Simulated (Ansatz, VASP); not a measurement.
# One calculation of C, two programs

```
C
1.0
     4.05825    0.00000    0.00000
    -2.02912    3.51455    0.00000
     0.00000    0.00000    3.46919
C
9
Direct
  0.76400 0.28765 0.59769
  0.71235 0.47635 0.26436
  0.52365 0.23600 0.93102
  0.28765 0.76400 0.40231
  0.47635 0.71235 0.73564
  0.23600 0.52365 0.06898
  0.87097 0.00000 0.66667
  0.00000 0.87097 0.33333
  0.12903 0.12903 0.00000
```

Alike in both runs: task relaxation of cell and atoms; functional PBE; k mesh 6 × 6 × 6; occupations gaussian, width 0.1 eV; no spin polarisation.

|  | VASP | Ansatz |
| --- | --- | --- |
| version | VASP 6.6.1 | Ansatz 0.2.0 |
| potentials or method | VASP PAW PBE potentials, release 64 (C), cutoff 600 eV | scalar-relativistic, plane waves, PAW |
| valence electrons in the cell | 36 | 36 |

|  | VASP | Ansatz | Ansatz less VASP |
| --- | --- | --- | --- |
| gap on the k mesh at the Fermi level, each at its own relaxed structure (eV) | none | none | - |
| relaxed volume (Å³/atom) | 6.43 | 6.42 | -0.009 |
| relaxed cell length with the largest relative difference (Å) | 4.292 | 4.287 | -0.0050 |

A gap of «none» marks a metal or a gap that the smearing closes.

Noted on VASP's run: the volume moved by over 15 % at a fixed basis, so the end points are rough.
